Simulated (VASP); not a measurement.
# Rh (Fm-3m) in VASP: a series of runs

Runs on Rh. Level: PBEsol. Tasks: single point.

All numbers are computed with VASP 6.6.1; they aren't measurements. Logs are shortened: lines on timing, memory, paths and dates and some standing lists are left out, and cuts for length are marked.

### Step 1. The cell of the first run

It takes space group Fm-3m (No. 225, cubic). The conventional cell has a = 3.796 Å, b = 3.796 Å, c = 3.796 Å, α = 90.00°, β = 90.00°, γ = 90.00°. Rh (site symmetry m-3m) has 12 Rh at 2.68 Å within 3.5 Å.

### Step 2. Single point, PBEsol

File INCAR:

```
SYSTEM = Rh
ALGO = Normal
EDIFF = 1E-6
ENCUT = 520
GGA = PS
ISIF = 2
ISMEAR = 0
LASPH = .True.
LCHARG = .False.
LREAL = .False.
LWAVE = .False.
NBANDS = 14
NELM = 60
PREC = Accurate
SIGMA = 0.05
```

File KPOINTS:

```
k-points
0
Gamma
  16 16 16
  0 0 0
```

File POSCAR:

```
Rh
1.0
    0.0000000000      1.8978500000      1.8978500000
    1.8978500000      0.0000000000      1.8978500000
    1.8978500000      1.8978500000      0.0000000000
Rh
1
Direct
    0.0000000000      0.0000000000      0.0000000000
```

Potentials or basis: VASP PAW PBE potentials, release 64 (Rh_pv).

On the command line:

```bash
$ cat potpaw_PBE.64/Rh_pv/POTCAR > POTCAR
$ mpirun -np 1 vasp_std > vasp.out
```

OUTCAR:

```text
SYSTEM = Rh
   EDIFF = 1E-6
   ENCUT = 520
   GGA = PS
   ISIF = 2
   ISMEAR = 0
   LASPH = .True.
   LREAL = .False.
   NELM = 60
   PREC = Accurate

 ion  position               nearest neighbor table
   1  0.000  0.000  0.000-

  LATTYP: Found a face centered cubic cell.
 ALAT       =     3.7957000000

  Lattice vectors:

 A1 = (   0.0000000000,   1.8978500000,   1.8978500000)
 A2 = (   1.8978500000,   0.0000000000,   1.8978500000)
 A3 = (   1.8978500000,   1.8978500000,   0.0000000000)

Analysis of symmetry for initial positions (statically):
=====================================================================
 Subroutine PRICEL returns:
 Original cell was already a primitive cell.

 Routine SETGRP: Setting up the symmetry group for a
 face centered cubic supercell.

 Subroutine GETGRP returns: Found 48 space group operations
 (whereof 48 operations were pure point group operations)
 out of a pool of 48 trial point group operations.

The static configuration has the point symmetry O_h .

Analysis of symmetry for dynamics (positions and initial velocities):
=====================================================================
 Subroutine PRICEL returns:
 Original cell was already a primitive cell.

 Routine SETGRP: Setting up the symmetry group for a
 face centered cubic supercell.

 Subroutine GETGRP returns: Found 48 space group operations
 (whereof 48 operations were pure point group operations)
 out of a pool of 48 trial point group operations.

The dynamic configuration has the point symmetry O_h .

 Subroutine INISYM returns: Found 48 space group operations
 (whereof 48 operations are pure point group operations),
 and found     1 'primitive' translations

----------------------------------------------------------------------------------------

                                     Primitive cell

  volume of cell :      13.6715

  direct lattice vectors                    reciprocal lattice vectors
     0.000000000  1.897850000  1.897850000    -0.263456016  0.263456016  0.263456016
     1.897850000  0.000000000  1.897850000     0.263456016 -0.263456016  0.263456016
     1.897850000  1.897850000  0.000000000     0.263456016  0.263456016 -0.263456016

  length of vectors
     2.683965209  2.683965209  2.683965209     0.456319205  0.456319205  0.456319205

  position of ions in fractional coordinates (direct lattice)
     0.000000000  0.000000000  0.000000000

  ion indices of the primitive-cell ions
   primitive index   ion index
                 1           1

----------------------------------------------------------------------------------------

 KPOINTS: k-points

Automatic generation of k-mesh.
 Grid dimensions read from file:
 generate k-points for:   16   16   16

 Generating k-lattice:

  Cartesian coordinates                     Fractional coordinates (reciprocal lattice)
    -0.016466001  0.016466001  0.016466001     0.062500000  0.000000000  0.000000000
     0.016466001 -0.016466001  0.016466001     0.000000000  0.062500000  0.000000000
     0.016466001  0.016466001 -0.016466001     0.000000000  0.000000000  0.062500000

  Length of vectors
     0.028519950  0.028519950  0.028519950

  Shift w.r.t. Gamma in fractional coordinates (k-lattice)
     0.000000000  0.000000000  0.000000000

 Subroutine IBZKPT returns following result:
 ===========================================

 Found    145 irreducible k-points:

 Following reciprocal coordinates:
            Coordinates               Weight
  0.000000  0.000000  0.000000      1.000000
  0.062500  0.000000  0.000000      8.000000
  0.125000  0.000000  0.000000      8.000000
  0.187500  0.000000  0.000000      8.000000
  0.250000  0.000000  0.000000      8.000000
  0.312500  0.000000  0.000000      8.000000
[... 16 lines left out ...]
 -0.125000  0.062500  0.000000     24.000000
 -0.062500  0.062500  0.000000     12.000000
 [... further k-points ...]
   k-points           NKPTS =    145   k-points in BZ     NKDIM =    145   number of bands    NBANDS=     14
   number of dos      NEDOS =    301   number of ions     NIONS =      1
   total plane-waves  NPLWV =   8000
   dimension x,y,z NGX =    20 NGY =   20 NGZ =   20
   dimension x,y,z NGXF=    40 NGYF=   40 NGZF=   40
   ions per type =               1
   NGX,Y,Z   is equivalent  to a cutoff of  12.39, 12.39, 12.39 a.u.
   NGXF,Y,Z  is equivalent  to a cutoff of  24.78, 24.78, 24.78 a.u.
 SYSTEM =  Rh
   PREC   = accura    normal or accurate (medium, high low for compatibility)
   ISTART =      0    job   : 0-new  1-cont  2-samecut
   ICHARG =      2    charge: 1-file 2-atom 10-const
   ISPIN  =      1    spin polarized calculation?
   LNONCOLLINEAR =      F non collinear calculations
   LSORBIT =      F    spin-orbit coupling
   LASPH  =      T    aspherical Exc in radial PAW
   ENCUT  =  520.0 eV  38.22 Ry    6.18 a.u.   4.99  4.99  4.99*2*pi/ulx,y,z
   NELM   =     60;   NELMIN=  2; NELMDL= -5     # of ELM steps
   EDIFF  = 0.1E-05   stopping-criterion for ELM
   LREAL  =      F    real-space projection
   EDIFFG = 0.1E-04   stopping-criterion for IOM
   NSW    =      0    number of steps for IOM
   IBRION =     -1    ionic relax: 0-MD 1-quasi-New 2-CG
   NFREE  =      0    steps in history (QN), initial steepest desc. (CG)
   ISIF   =      2    stress and relaxation
   ISYM   =      2    0-nonsym 1-usesym 2-fastsym
   POTIM  = 0.5000    time-step for ionic-motion
   TEBEG  =    0.0;   TEEND  =   0.0 temperature during run
   PSTRESS=    0.0 pullay stress
   NELECT =      15.0000    total number of electrons
   NUPDOWN=      -1.0000    fix difference up-down
   EMIN   =  10.00;   EMAX   =-10.00  energy-range for DOS
   EFERMI =   0.00;   METHOD = LEGACY
   ISMEAR =     0;   SIGMA  =   0.05  broadening in eV -4-tet -1-fermi 0-gaus
   EFERMI_NEDOS =   21; number of points for ismear=-14 and -15
   IALGO  =     38    algorithm
   IMIX   =      4    mixing-type and parameters
     AMIX     =   0.40;   BMIX     =  1.00
     AMIX_MAG =   1.60;   BMIX_MAG =  1.00
  volume/ion in A,a.u.               =      13.67        92.26
  Fermi-wavevector in a.u.,A,eV,Ry     =   1.688496  3.190795 38.790465  2.851019
  Thomas-Fermi vector in A             =   2.770792
   LORBIT       =      0    0 simple, 1 ext, 2 COOP (PROOUT), +10 PAW based schemes
   GGA     = PS    functional components
   LHFCALC =     F    Hartree Fock is set to
   AEXX    =    0.0000 exact exchange contribution
   IVDW    =     0    specifies the selected vdW correction
   LEPSILON=     F    determine dielectric tensor
   LRPA    =     F    only Hartree local field effects (RPA)
 non-spin polarized calculation
 Gauss-broadening in eV      SIGMA  =   0.05
  energy-cutoff  :      520.00
  volume of cell :       13.67
 maximum number of plane-waves:       381
   NGX =  9   NGY =  9   NGZ =  9

 number of electron      15.0000007 magnetization

 Free energy of the ion-electron system (eV)
  ---------------------------------------------------
  ext. energy  EPLUGINS =         0.00000000
  ---------------------------------------------------
  free energy    TOTEN  =        -8.13567290 eV

  energy without entropy =       -8.13356309  energy(sigma->0) =       -8.13461800

 E-fermi :  11.8443     XC(G=0): -14.2540

 val. band max:       11.8375746565   @ k =   0.4375   0.1250   0.0625
 cond. band min:      11.8472029402   @ k =   0.3125   0.2500   0.0000
 fundamental gap:      0.0096282837
 Fermi energy:        11.8442789312

 k-point     1 :       0.0000    0.0000    0.0000
  band No.  band energies     occupation
      1     -34.4822      2.00000
      2     -34.4822      2.00000
      3     -34.4822      2.00000
      4       3.7625      2.00000
      5       8.7378      2.00000
      6       8.7378      2.00000
      7       8.7378      2.00000
      8      10.8698      2.00000
      9      10.8698      2.00000
     10      27.7881      0.00000
     11      32.2153      0.00000
     12      33.2708      0.00000
     13      33.2708      0.00000
     14      33.2708      0.00000

 k-point     2 :       0.0625    0.0000    0.0000
  band No.  band energies     occupation
      1     -34.5119      2.00000
      2     -34.4862      2.00000
      3     -34.4862      2.00000
      4       3.9210      2.00000
      5       8.6668      2.00000
      6       8.7999      2.00000
      7       8.7999      2.00000
      8      10.8347      2.00000
      9      10.8347      2.00000
     10      28.0198      0.00000
     11      32.2064      0.00000
     12      32.4187      0.00000
     13      33.5039      0.00000
     14      33.5039      0.00000

 k-point     3 :       0.1250    0.0000    0.0000
  band No.  band energies     occupation
      1     -34.5957      2.00000
      2     -34.4976      2.00000
      3     -34.4976      2.00000
      4       4.3696      2.00000
      5       8.4991      2.00000
      6       8.9553      2.00000
      7       8.9553      2.00000
      8      10.7677      2.00000
      9      10.7677      2.00000
     10      28.6172      0.00000
     11      30.7112      0.00000
     12      32.2178      0.00000
     13      34.1739      0.00000
     14      34.1739      0.00000
[... 324 lines left out ...]
 k-point    23 :      -0.1250    0.0625    0.0000
  band No.  band energies     occupation
      1     -34.6455      2.00000
      2     -34.5258      2.00000
      3     -34.4972      2.00000
      4       4.6997      2.00000
      5       8.3385      2.00000
      6       9.0675      2.00000
      7       9.0979      2.00000
      8      10.5178      2.00000
      9      10.9733      2.00000
     10      29.0104      0.00000
     11      30.0846      0.00000
     12      32.2175      0.00000
     13      33.6203      0.00000
     14      35.1549      0.00000

 k-point    24 :      -0.0625    0.0625    0.0000
  band No.  band energies     occupation
      1     -34.5534      2.00000
      2     -34.5037      2.00000
      3     -34.4878      2.00000
      4       4.1775      2.00000
      5       8.5343      2.00000
      6       8.8854      2.00000
      7       8.9335      2.00000
      8      10.6792      2.00000
      9      10.8948      2.00000
     10      28.3804      0.00000
     11      31.5767      0.00000
     12      32.2207      0.00000
     13      33.3291      0.00000
     14      34.1352      0.00000

 [... further k-points ...]

------------------------ aborting loop because EDIFF is reached ----------------------------------------

  FORCE on cell =-STRESS in cart. coord.  units (eV):
  Direction    XX          YY          ZZ          XY          YZ          ZX
  --------------------------------------------------------------------------------------
  -------------------------------------------------------------------------------------
  Total       -0.3081470     -0.3081470     -0.3081470      0.0000000      0.0000000     -0.0000000
  in kB      -36.1121102    -36.1121102    -36.1121102      0.0000000      0.0000000     -0.0000000
  external PRESSURE =     -36.1121102 kB  Pullay stress =       0.0000000 kB

 VOLUME and BASIS-vectors are now :
 -----------------------------------------------------------------------------
  energy-cutoff  :      520.00
  volume of cell :       13.67
      direct lattice vectors                 reciprocal lattice vectors
     0.000000000  1.897850000  1.897850000    -0.263456016  0.263456016  0.263456016
     1.897850000  0.000000000  1.897850000     0.263456016 -0.263456016  0.263456016
     1.897850000  1.897850000  0.000000000     0.263456016  0.263456016 -0.263456016

 POSITION                                       TOTAL-FORCE (eV/Angst)
 -----------------------------------------------------------------------------------
      0.00000      0.00000      0.00000        -0.000000     -0.000000      0.000000
 -----------------------------------------------------------------------------------
    total drift:                                0.000000      0.000000      0.000000

  FREE ENERGIE OF THE ION-ELECTRON SYSTEM (eV)
  ---------------------------------------------------
  free  energy   TOTEN  =        -8.1356728968 eV

  energy  without entropy=       -8.1335630938  energy(sigma->0) =       -8.13461800
```

Wall time 18 s (1 thread of Intel Xeon 6975P-C, shared host); peak memory 0.14 GiB.

What came out:

```
Free energy : -8.1357 eV
Pressure    : -3.6 GPa
```

Levels at points of the mesh, in eV from the Fermi level:
```csv
k point,band 5,band 6,band 7,band 8,band 9,band 10
"(0.00, 0.00, 0.00)",-3.11,-3.11,-3.11,-0.97,-0.97,15.94
"(0.50, 0.00, 0.00)",-3.18,-3.18,0.60,0.60,0.66,8.66
"(0.50, 0.50, 0.00)",-6.01,0.58,1.02,1.02,3.20,12.31
```

Caveat: the PAW data sets were made with another functional, which shifts forces and pressure a little.

### Step 3. Single point, PBEsol

This run uses another cell than the first one, of 14.49 Å³/atom, 1.060 times its volume.

File INCAR:

```
SYSTEM = Rh
  ALGO = Normal
  EDIFF = 1E-7
  ENCUT = 520
  GGA = PS
  ISIF = 2
  ISMEAR = 0
  LASPH = .TRUE.
  LCHARG = .TRUE.
  LELF = .TRUE.
  LREAL = .FALSE.
  LVHAR = .TRUE.
  LWAVE = .FALSE.
  NBANDS = 14
  NELM = 80
  PREC = Accurate
  SIGMA = 0.05
```

File KPOINTS:

```
k-points
0
G
  16 16 16
  0 0 0
```

File POSCAR:

```
Rh
1.0
    0.0000000000      1.9350721950      1.9350721950
    1.9350721950      0.0000000000      1.9350721950
    1.9350721950      1.9350721950      0.0000000000
Rh
1
Direct
    0.0000000000      0.0000000000      0.0000000000
```

Potentials or basis: VASP PAW PBE potentials, release 64 (Rh_pv).

On the command line:

```bash
$ cat potpaw_PBE.64/Rh_pv/POTCAR > POTCAR
$ mpirun -np 1 vasp_std > vasp.out
```

Run time: 19 s. Hardware: 1 thread of Intel Xeon 6975P-C, shared host; peak memory 0.14 GiB.

Results (log left out):

```
Free energy : -8.0802 eV
Pressure    : -17.5 GPa
```

Levels at points of the mesh, in eV from the Fermi level:
```csv
k point,band 4,band 5,band 6,band 7,band 8,band 9,band 10,band 11
"(0.00, 0.00, 0.00)",-7.65,-2.84,-2.84,-2.84,-0.89,-0.89,15.97,20.54
"(0.50, 0.00, 0.00)",-5.72,-2.90,-2.90,0.54,0.54,0.73,8.08,15.46
"(0.50, 0.50, 0.00)",-5.85,-5.50,0.52,0.92,0.92,3.14,11.59,12.94
```

Caveat: the PAW data sets were made with another functional, which shifts forces and pressure a little.

### Step 4. Single point, PBEsol

File INCAR:

```
SYSTEM = Rh
  ALGO = Normal
  EDIFF = 1E-6
  ENCUT = 500
  GGA = PS
  GGA_COMPAT = .FALSE.
  ISIF = 2
  ISMEAR = 0
  LASPH = .TRUE.
  LCHARG = .FALSE.
  LREAL = .FALSE.
  LWAVE = .FALSE.
  NBANDS = 14
  NELECT = 14.5
  NELM = 120
  PREC = Accurate
  SIGMA = 0.05
```

KPOINTS is that of step 3.

File POSCAR:

```
Rh
1.0
    0.0000000000      1.8978500000      1.8978500000
    1.8978500000      0.0000000000      1.8978500000
    1.8978500000      1.8978500000      0.0000000000
Rh
1
Direct
    0.0000000000      0.0000000000      0.0000000000
```

Potentials or basis: VASP PAW PBE potentials, release 64 (Rh_pv).

On the command line:

```bash
$ cat potpaw_PBE.64/Rh_pv/POTCAR > POTCAR
$ mpirun -np 1 vasp_std > vasp.out
```

OUTCAR:

```text
SYSTEM = Rh
   EDIFF = 1E-6
   ENCUT = 500
   GGA = PS
   ISIF = 2
   ISMEAR = 0
   LASPH = .TRUE.
   LREAL = .FALSE.
   NELECT = 14.5
   NELM = 120
   PREC = Accurate

 ion  position               nearest neighbor table
   1  0.000  0.000  0.000-

  LATTYP: Found a face centered cubic cell.
 ALAT       =     3.7957000000

  Lattice vectors:

 A1 = (   0.0000000000,   1.8978500000,   1.8978500000)
 A2 = (   1.8978500000,   0.0000000000,   1.8978500000)
 A3 = (   1.8978500000,   1.8978500000,   0.0000000000)
[... 586 lines left out ...]
     14      34.5289      0.00000

 [... further k-points ...]

------------------------ aborting loop because EDIFF is reached ----------------------------------------

  FORCE on cell =-STRESS in cart. coord.  units (eV):
  Direction    XX          YY          ZZ          XY          YZ          ZX
  --------------------------------------------------------------------------------------
  -------------------------------------------------------------------------------------
  Total       -9.4060330     -9.4060330     -9.4060330      0.0000000     -0.0000000      0.0000000
  in kB    -1102.3041285  -1102.3041285  -1102.3041285      0.0000000     -0.0000000      0.0000000
  external PRESSURE =   -1102.3041285 kB  Pullay stress =       0.0000000 kB

 VOLUME and BASIS-vectors are now :
 -----------------------------------------------------------------------------
  energy-cutoff  :      500.00
  volume of cell :       13.67
      direct lattice vectors                 reciprocal lattice vectors
     0.000000000  1.897850000  1.897850000    -0.263456016  0.263456016  0.263456016
     1.897850000  0.000000000  1.897850000     0.263456016 -0.263456016  0.263456016
     1.897850000  1.897850000  0.000000000     0.263456016  0.263456016 -0.263456016

 POSITION                                       TOTAL-FORCE (eV/Angst)
 -----------------------------------------------------------------------------------
      0.00000      0.00000      0.00000         0.000000      0.000000      0.000000
 -----------------------------------------------------------------------------------
    total drift:                                0.000000     -0.000000     -0.000000

  FREE ENERGIE OF THE ION-ELECTRON SYSTEM (eV)
  ---------------------------------------------------
  free  energy   TOTEN  =       -13.8888283320 eV

  energy  without entropy=      -13.8875388511  energy(sigma->0) =      -13.88818359
```

OSZICAR:

```text
N       E                     dE             d eps       ncg     rms          rms(c)
DAV:   1     0.106284249266E+03    0.10628E+03   -0.83412E+03  4066   0.109E+03
DAV:   2    -0.137039317860E+02   -0.11999E+03   -0.11499E+03  4492   0.326E+02
DAV:   3    -0.152229827735E+02   -0.15191E+01   -0.15151E+01  4828   0.402E+01
DAV:   4    -0.152286168232E+02   -0.56340E-02   -0.56334E-02  4636   0.252E+00
DAV:   5    -0.152286666582E+02   -0.49835E-04   -0.49834E-04  4780   0.208E-01    0.117E+01
DAV:   6    -0.139043304779E+02    0.13243E+01   -0.25926E+00  4234   0.216E+01    0.182E+00
DAV:   7    -0.138936049962E+02    0.10725E-01   -0.20999E-02  4390   0.167E+00    0.104E+00
DAV:   8    -0.138888850336E+02    0.47200E-02   -0.15633E-03  4606   0.550E-01    0.974E-02
DAV:   9    -0.138888257492E+02    0.59284E-04   -0.81707E-05  4342   0.108E-01    0.113E-02
DAV:  10    -0.138888283411E+02   -0.25919E-05   -0.16899E-06  4492   0.139E-02    0.285E-03
DAV:  11    -0.138888283320E+02    0.90536E-08   -0.54794E-08  2150   0.296E-03
   1 F= -.13888828E+02 E0= -.13888184E+02  d E =-.128948E-02
```

stdout:

```text
POSCAR found type information on POSCAR Rh
 POSCAR found :  1 types and       1 ions
 scaLAPACK will be used
 -----------------------------------------------------------------------------
|                                                                             |
|                                                                             |
|     You enforced a specific xc type in the INCAR file but a different       |
|     I HOPE YOU KNOW WHAT YOU ARE DOING!                                     |
|                                                                             |
 -----------------------------------------------------------------------------

 LDA part: xc-table for (Slater+PW92), standard interpolation
 POSCAR, INCAR and KPOINTS ok, starting setup
 FFT: planning ... GRIDC
 FFT: planning ... GRID_SOFT
 FFT: planning ... GRID
 WAVECAR not read
 entering main loop
 the old and the new charge density differ
 old charge density:    15.00000 new   14.50000
    0.117E+01
```

Run time: 15 s. Hardware: 1 thread of Intel Xeon Platinum 8488C (Sapphire Rapids), shared host; peak memory 0.14 GiB.

Results:

```
Free energy : -13.8888 eV
```

Levels at points of the mesh, in eV from the Fermi level:
```csv
k point,band 4,band 5,band 6,band 7,band 8,band 9,band 10,band 11
"(0.00, 0.00, 0.00)",-7.04,-2.60,-2.60,-2.60,-0.57,-0.57,17.08,19.96
"(0.50, 0.00, 0.00)",-5.46,-2.65,-2.65,0.95,0.95,1.74,9.27,16.64
"(0.50, 0.50, 0.00)",-5.63,-5.36,0.93,1.35,1.35,4.22,12.98,14.31
```

Caveat: the cell carries a net charge on a neutralising background, which shifts energy and pressure; the cell is charged against a uniform background, so pressure and absolute levels hang on convention; the PAW data sets were made with another functional, which shifts forces and pressure a little.
